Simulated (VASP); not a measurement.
Here is a VASP 6.6.1 calculation.

POSCAR

```
InPt3
1.0
    3.9886347700      0.0000000000      0.0000000000
    0.0000000000      3.9886347700      0.0000000000
    0.0000000000      0.0000000000      3.9886347700
In Pt
1 3
Direct
    0.0000000000      0.0000000000      0.0000000000
    0.5000000000      0.5000000000      0.0000000000
    0.0000000000      0.5000000000      0.5000000000
    0.5000000000      0.0000000000      0.5000000000
```

File INCAR.step1:

```
ALGO = Normal
EDIFF = 1E-5
ENCUT = 550
GGA = PE
GGA_COMPAT = False
ISMEAR = -1
LASPH = True
LCHARG = False
LREAL = False
LWAVE = True
NBANDS = 42
NELM = 120
PREC = Accurate
SIGMA = 0.1
```

File INCAR.step2:

```
ALGO = Normal
EDIFF = 1E-6
ENCUT = 550
GGA_COMPAT = False
ISIF = 2
ISMEAR = -1
ISTART = 1
LASPH = True
LCHARG = False
LMIXTAU = True
LREAL = False
LWAVE = False
METAGGA = R2SCAN
NBANDS = 42
NELM = 120
PREC = Accurate
SIGMA = 0.1
```

The input KPOINTS:

```
k-points
0
Gamma
  8 8 8
```

Potentials or basis: VASP PAW PBE potentials, release 64 (In_d, Pt_sv_GW).

The run is started by

```sh
$ cat potpaw_PBE.64/In_d/POTCAR potpaw_PBE.64/Pt_sv_GW/POTCAR > POTCAR
$ cp INCAR.step1 INCAR
$ mpirun -np 1 vasp_std > vasp.out
$ cp INCAR.step2 INCAR
$ mpirun -np 1 vasp_std > vasp.out
```

Task: Estimate the pressure.

Result: 3.5 GPa.

Caveat: the PAW data sets were made with another functional, which shifts forces and pressure a little.
